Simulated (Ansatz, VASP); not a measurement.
BN: VASP beside Ansatz

POSCAR

```
BN
1.0
    0.0000000000      1.8130010000      1.8130010000
    1.8130010000      0.0000000000      1.8130010000
    1.8130010000      1.8130010000      0.0000000000
B N
1 1
Direct
    0.0000000000      0.0000000000      0.0000000000
    0.7977675083      0.7340774972      0.7340774972
```

File INCAR.step1:

```
SYSTEM = BN
PREC     = Accurate       ! precision mode
ENCUT    = 520            ! plane-wave cutoff, eV
ISMEAR   = 0              ! smearing method
SIGMA    = 0.05           ! smearing width, eV
LREAL    = .FALSE.        ! projectors in reciprocal space
LASPH    = .TRUE.         ! aspherical terms in the spheres
NELM     = 100            ! most SCF steps
NBANDS   = 11             ! bands
GGA      = PE             ! functional
ALGO     = Normal         ! electronic algorithm
EDIFF    = 1E-4           ! SCF threshold, eV
LWAVE    = .TRUE.         ! write WAVECAR
LCHARG   = .FALSE.        ! write CHGCAR
```

File INCAR.step2:

```
SYSTEM = BN
PREC     = Accurate       ! precision mode
ENCUT    = 520            ! plane-wave cutoff, eV
EDIFF    = 1E-6           ! SCF threshold, eV
ISMEAR   = 0              ! smearing method
SIGMA    = 0.05           ! smearing width, eV
LREAL    = .FALSE.        ! projectors in reciprocal space
LASPH    = .TRUE.         ! aspherical terms in the spheres
NELM     = 100            ! most SCF steps
ALGO     = Normal         ! electronic algorithm
ISIF     = 2              ! what is computed and relaxed
LWAVE    = .FALSE.        ! write WAVECAR
LCHARG   = .FALSE.        ! write CHGCAR
METAGGA  = R2SCAN         ! meta-GGA
LMIXTAU  = .TRUE.       
NBANDS   = 11             ! bands
ISTART   = 1
```

The input KPOINTS:

```
regular mesh
0
G
  12 12 12
  0 0 0
```

Input for Ansatz:

```yaml
crystal:
  lattice:
    - [0.0, 1.813001, 1.813001]
    - [1.813001, 0.0, 1.813001]
    - [1.813001, 1.813001, 0.0]
  atoms:
    - { symbol: B, position: [0.0, 0.0, 0.0] }
    - { symbol: "N", position: [0.7977675083, 0.7340774972, 0.7340774972] }
basis:
  ecutwfc: 500
kpoints:
  mp_grid: { grid: [12, 12, 12] }
hamiltonian:
  xc: r2scan
scf:
  occupations: { method: gaussian, width: 0.05 }
output:
  forces: true
  stress: true
  eigenvalues: true
  write_density: true
  write_potential: true
  elf: true
  volumetric_format: npy
```

Change from the starting cell: all N atoms moved -0.100 Å, as atom 2 towards its neighbour atom 1 (B) at 1.570 Å.

Alike in both runs: task single point; functional r2SCAN; k mesh 12 × 12 × 12; occupations gaussian, width 0.05 eV; no spin polarisation.

|  | VASP | Ansatz |
| --- | --- | --- |
| version | VASP 6.6.1 | Ansatz 0.2.0 |
| potentials or method | VASP PAW PBE potentials, release 64 (B, N), cutoff 520 eV | scalar-relativistic, plane waves, PAW |
| valence electrons in the cell | 8 | 8 |

|  | VASP | Ansatz | Ansatz less VASP |
| --- | --- | --- | --- |
| gap on the k mesh at the Fermi level (eV) | 3.99 | 4.01 | +0.016 |
| least direct gap on the mesh (eV) | 8.04 | 8.05 | +0.010 |
| pressure (GPa) | -1.7 | -2.7 | -1.03 |
| traceless stress, the component that is largest in VASP (GPa) | -1.69 | -1.89 | -0.207 |
| rms of the force components (eV/Å) | 1.061 | 1.057 | -0.0033 |

VASP's potentials were made for PBE, not for r2SCAN. Atom by atom the forces differ by 0.003 eV/Å (rms over components).
